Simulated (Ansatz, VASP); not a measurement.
**One calculation of Ta3N, two programs**

INCAR

```
PREC     = Accurate       # precision mode
ENCUT    = 600            # plane-wave cutoff, eV
EDIFF    = 1E-7           # SCF threshold, eV
ISMEAR   = 0              # smearing method
SIGMA    = 0.1            # smearing width, eV
LREAL    = False          # projectors in reciprocal space
LASPH    = True           # aspherical terms in the spheres
NELM     = 80             # most SCF steps
ALGO     = Normal         # electronic algorithm
ISIF     = 3              # what is computed and relaxed
LWAVE    = False          # write WAVECAR
LCHARG   = False          # write CHGCAR
GGA      = PE             # functional
IBRION   = 2              # ionic algorithm
NSW      = 100            # ionic steps
EDIFFG   = -0.01          # ionic threshold
```

File KPOINTS:

```
Automatic mesh
0
Gamma
  18 18 6
```

POSCAR

```
Ta3N
1.0
    3.0322239600      0.0000000000      0.0000000000
   -1.5161119800      2.6259829800      0.0000000000
    0.0000000000      0.0000000000      7.5241370200
Ta N
3 1
Direct
    0.0000000000      0.0000000000      0.5000000000
    0.3333333300      0.6666666700      0.1739300000
    0.6666666700      0.3333333300      0.8260700000
    0.0000000000      0.0000000000      0.0000000000
```

Input for Ansatz:

```yaml
crystal:
  lattice:
    - [3.03222396, 0.0, 0.0]
    - [-1.51611198, 2.62598298, 0.0]
    - [0.0, 0.0, 7.52413702]
  atoms:
    - { symbol: Ta, position: [0.0, 0.0, 0.5] }
    - { symbol: Ta, position: [0.33333333, 0.66666667, 0.17393] }
    - { symbol: Ta, position: [0.66666667, 0.33333333, 0.82607] }
    - { symbol: "N", position: [0.0, 0.0, 0.0] }
basis:
  ecutwfc: 420
kpoints:
  mp_grid: { grid: [18, 18, 6] }
hamiltonian:
  xc: pbe
scf:
  occupations: { method: gaussian, width: 0.1 }
output:
  forces: true
  stress: true
  eigenvalues: true
  write_density: true
  write_potential: true
  elf: true
  volumetric_format: npy
relax:
  adjacent_minimum: "off"
  f_tol: 0.01
  max_steps: 80
  cell: { stress_tol: 0.05 }
```

Alike in both runs: task relaxation of cell and atoms; functional PBE; k mesh 18 × 18 × 6; occupations gaussian, width 0.1 eV; no spin polarisation.

|  | VASP | Ansatz |
| --- | --- | --- |
| version | VASP 6.6.1 | Ansatz 0.2.0 |
| potentials or method | VASP PAW PBE potentials, release 64 (Ta_pv, N), cutoff 600 eV | scalar-relativistic, plane waves, PAW |
| valence electrons in the cell | 38 | 44 |

Ansatz gave:

```
gap on the k mesh at the Fermi level, each at its own relaxed structure (eV) : none
relaxed volume (Å³/atom)                                                     : 14.94
relaxed cell length with the largest relative difference (Å)                 : 7.558
```

Task: What did VASP give for the same quantities?

Result: gap on the k mesh at the Fermi level, each at its own relaxed structure (eV): none; relaxed volume (Å³/atom): 14.95; relaxed cell length with the largest relative difference (Å): 7.567.

A gap of «none» marks a metal or a gap that the smearing closes. VASP's potentials hold 38 valence electrons a cell and Ansatz's 44, so a difference there can come from the potentials and not from the codes.

Spin-orbit coupling is off throughout.
